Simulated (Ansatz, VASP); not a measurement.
## ZnSe: VASP beside Ansatz

Contents of INCAR:

```
ALGO = Normal
EDIFF = 1E-7
ENCUT = 520
GGA = PS
ISIF = 2
ISMEAR = 0
LASPH = T
LCHARG = F
LREAL = F
LWAVE = F
NBANDS = 16
NELM = 100
PREC = Accurate
SIGMA = 0.05
```

Contents of KPOINTS:

```
k-points
0
Gamma
  8 8 8
```

File POSCAR:

```
ZnSe
1.0
    0.0000000000      2.8166002560      2.8166002560
    2.8166002560      0.0000000000      2.8166002560
    2.8166002560      2.8166002560      0.0000000000
Zn Se
1 1
Direct
    0.0000000000      0.0000000000      0.0000000000
    0.7500000000      0.7500000000      0.7500000000
```

Input for Ansatz:

```yaml
crystal:
  lattice:
    - [0.0, 2.816600256, 2.816600256]
    - [2.816600256, 0.0, 2.816600256]
    - [2.816600256, 2.816600256, 0.0]
  atoms:
    - { symbol: Zn, position: [0.0, 0.0, 0.0] }
    - { symbol: Se, position: [0.75, 0.75, 0.75] }
basis:
  ecutwfc: 420
kpoints:
  mp_grid: { grid: [8, 8, 8] }
hamiltonian:
  xc: pbesol
scf:
  occupations: { method: gaussian, width: 0.05 }
output:
  forces: true
  stress: true
  eigenvalues: true
```

Alike in both runs: task single point; functional PBEsol; k mesh 8 × 8 × 8; occupations gaussian, width 0.05 eV; no spin polarisation.

|  | VASP | Ansatz |
| --- | --- | --- |
| version | VASP 6.6.1 | Ansatz 0.2.0 |
| potentials or method | VASP PAW PBE potentials, release 64 (Zn, Se), cutoff 520 eV | scalar-relativistic, plane waves, PAW |
| valence electrons in the cell | 18 | 28 |

|  | VASP | Ansatz | Ansatz less VASP |
| --- | --- | --- | --- |
| gap on the k mesh at the Fermi level (eV) | 1.24 | 1.24 | -0.004 |
| least direct gap on the mesh (eV) | 1.24 | 1.24 | -0.004 |
| pressure (GPa) | 0.3 | 0.0 | -0.28 |

VASP's potentials were made for PBE, not for PBEsol. VASP's potentials hold 18 valence electrons a cell and Ansatz's 28, so a difference there can come from the potentials and not from the codes.
